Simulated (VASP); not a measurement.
A run of VASP 6.6.1 is set up as follows.

The input INCAR:

```
PREC = Accurate
ENCUT = 520
EDIFF = 1E-7
ISMEAR = -1
SIGMA = 0.03
LREAL = F
LASPH = T
NELM = 100
ALGO = Normal
ISIF = 2
LWAVE = F
LCHARG = F
GGA = PS
NBANDS = 11
```

File KPOINTS:

```
Automatic mesh
0
Gamma
  10 10 10
```

POSCAR

```
MgS
1.0
    0.0000000000      2.5496170000      2.6016500000
    2.5496170000      0.0000000000      2.6016500000
    2.5496170000      2.5496170000      0.0000000000
Mg S
1 1
Direct
    0.0000000000      0.0000000000      0.0000000000
    0.5000000000      0.5000000000      0.5000000000
```

Potentials or basis: VASP PAW PBE potentials, release 64 (Mg, S).

The run is started by

```sh
$ cat potpaw_PBE.64/Mg/POTCAR potpaw_PBE.64/S/POTCAR > POTCAR
$ mpirun -np 1 vasp_std > vasp.out
```

(1) Predict the pressure.

(2) What does it give for the band gap on the k mesh?

Answers

(1) 2.2 GPa.

(2) 2.70 eV, indirect (least direct gap 3.86 eV).

Caveat: the cell differs from its parent crystal (equal xx and yy strain of -2 %); the PAW data sets were made with another functional, which shifts forces and pressure a little.
